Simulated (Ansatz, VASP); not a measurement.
**Two plane-wave programs on SnCl3**

```
Sn Cl
1.0
     4.97149    0.00000    0.00000
     0.00000    4.97149    0.00000
     0.00000    0.00000    4.97149
Sn Cl
1 3
Cartesian
  2.4857 2.4857 2.4857
  0.0000 2.4857 2.4857
  2.4857 0.0000 2.4857
  2.4857 2.4857 0.0000
```

Alike in both runs: task single point; functional PBE; k mesh 4 × 4 × 4; occupations gaussian, width 0.1 eV; no spin polarisation.

|  | VASP | Ansatz |
| --- | --- | --- |
| version | VASP 6.6.1 | Ansatz 0.2.0 |
| potentials or method | VASP PAW PBE potentials, release 64 (Sn_d, Cl), cutoff 520 eV | scalar-relativistic, plane waves, PAW |
| valence electrons in the cell | 35 | 35 |

```csv
,VASP,Ansatz,Ansatz less VASP
gap on the k mesh at the Fermi level (eV),none,none,-
pressure (GPa),6.6,6.7,+0.06
```

A gap of «none» marks a metal or a gap that the smearing closes.
